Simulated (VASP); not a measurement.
A run of VASP 6.6.1 is set up as follows.

The input INCAR:

```
SYSTEM = Pt
ALGO = Fast
EDIFF = 1E-6
EDIFFG = -0.01
ENCUT = 600
GGA = PS
IBRION = 2
ISIF = 4
ISMEAR = 0
LASPH = .True.
LCHARG = .False.
LREAL = .False.
LWAVE = .False.
NELM = 60
NSW = 50
PREC = Accurate
SIGMA = 0.1
```

The input KPOINTS:

```
k-points
0
Gamma
  18 18 10
  0 0 0
```

The input POSCAR:

```
Pt
1.0
    2.6213977504      0.0000000000      0.0000000000
   -1.3106988752      2.2701970452      0.0000000000
    0.0000000000      0.0000000000      4.4764132174
Pt
2
Direct
    0.6666666667      0.3333333333      0.7500000000
    0.3333333333      0.6666666667      0.2500000000
```

Potentials or basis: VASP PAW PBE potentials, release 64 (Pt).

Launch:

```console
$ cat potpaw_PBE.64/Pt/POTCAR > POTCAR
$ mpirun -np 1 vasp_std > vasp.out
```

(1) Estimate the band gap on the k mesh.

Answers

(1) zero (bands 10 and 11 overlap by 1.69 eV).

Caveat: spin-orbit coupling is left out, which moves the levels of the heavy elements.
